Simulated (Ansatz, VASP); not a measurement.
C: VASP beside Ansatz

Contents of INCAR:

```
PREC     = Accurate       # precision mode
ENCUT    = 520            # plane-wave cutoff, eV
EDIFF    = 1E-6           # SCF threshold, eV
ISMEAR   = 0              # smearing method
SIGMA    = 0.05           # smearing width, eV
LREAL    = F              # projectors in reciprocal space
LASPH    = T              # aspherical terms in the spheres
NELM     = 60             # most SCF steps
ALGO     = Normal         # electronic algorithm
ISIF     = 2              # what is computed and relaxed
LWAVE    = F              # write WAVECAR
LCHARG   = F              # write CHGCAR
GGA      = PE             # functional
NBANDS   = 11             # bands
```

KPOINTS

```
regular mesh
0
Gamma
  12 12 12
```

File POSCAR:

```
C
1.0
    0.0000000000      1.7016498230      1.9198013303
    1.7016498230      0.0000000000      1.9198013303
    1.7016498230      1.7016498230      0.0000000000
C
2
Direct
    0.5000000000      0.5000000000      0.5000000000
    0.7500000000      0.7500000000      0.7500000000
```

Input for Ansatz:

```yaml
crystal:
  lattice:
    - [0.0, 1.701649823, 1.9198013303]
    - [1.701649823, 0.0, 1.9198013303]
    - [1.701649823, 1.701649823, 0.0]
  atoms:
    - { symbol: C, position: [0.5, 0.5, 0.5] }
    - { symbol: C, position: [0.75, 0.75, 0.75] }
basis:
  ecutwfc: 520.0
kpoints:
  mp_grid: { grid: [12, 12, 12] }
hamiltonian:
  xc: pbe
  pseudopotentials: { kind: paw, azcp: { folder: soft_1 } }
scf:
  occupations: { method: gaussian, width: 0.05 }
output:
  forces: true
  stress: true
  eigenvalues: true
```

Alike in both runs: task single point; functional PBE; k mesh 12 × 12 × 12; occupations gaussian, width 0.05 eV; no spin polarisation.

|  | VASP | Ansatz |
| --- | --- | --- |
| version | VASP 6.6.1 | Ansatz 0.2.0 |
| potentials or method | VASP PAW PBE potentials, release 64 (C), cutoff 520 eV | scalar-relativistic, plane waves, PAW |
| valence electrons in the cell | 8 | 8 |

|  | VASP | Ansatz | Ansatz less VASP |
| --- | --- | --- | --- |
| gap on the k mesh at the Fermi level (eV) | 2.67 | 2.68 | +0.009 |
| least direct gap on the mesh (eV) | 4.58 | 4.59 | +0.004 |
| pressure (GPa) | 12.1 | 11.4 | -0.68 |
| traceless stress, the component that is largest in VASP (GPa) | -85.45 | -85.47 | -0.020 |

The functional is the same, so the differences come from potentials, cutoffs and numerics.
